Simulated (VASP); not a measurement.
A run of VASP 6.6.1 is set up as follows.

INCAR

```
SYSTEM = SiC
  PREC = Accurate
  ENCUT = 520
  EDIFF = 1E-6
  ISMEAR = 0
  SIGMA = 0.02
  LREAL = .False.
  LASPH = .True.
  NELM = 60
  ALGO = Normal
  ISIF = 2
  LWAVE = .False.
  LCHARG = .False.
  GGA = PE
  NBANDS = 16
```

File KPOINTS:

```
regular mesh
0
Gamma
  12 12 6
  0 0 0
```

POSCAR

```
SiC
1.0
    3.0917664133      0.0000000000      0.0000000000
   -1.5458832067      2.6775482565      0.0000000000
    0.0000000000      0.0000000000      5.0740211586
Si C
2 2
Direct
    0.3333333333      0.6666666667      0.0045635261
    0.6666666667      0.3333333333      0.5045635261
    0.3333333333      0.6666666667      0.3804364639
    0.6666666667      0.3333333333      0.8804364639
```

Potentials or basis: VASP PAW PBE potentials, release 64 (Si, C).

Run with:

```console
$ cat potpaw_PBE.64/Si/POTCAR potpaw_PBE.64/C/POTCAR > POTCAR
$ mpirun -np 1 vasp_std > vasp.out
```

Problem. Predict the pressure.

Solution. 0.0 GPa.

Problem. Predict the largest force.

Solution. 0.003 eV/Å.

Forces in eV/Å, atoms in the order of the input:
```
Si   0.000  0.000  0.003
Si   0.000  0.000  0.003
C    0.000  0.000 -0.003
C    0.000  0.000 -0.003
```
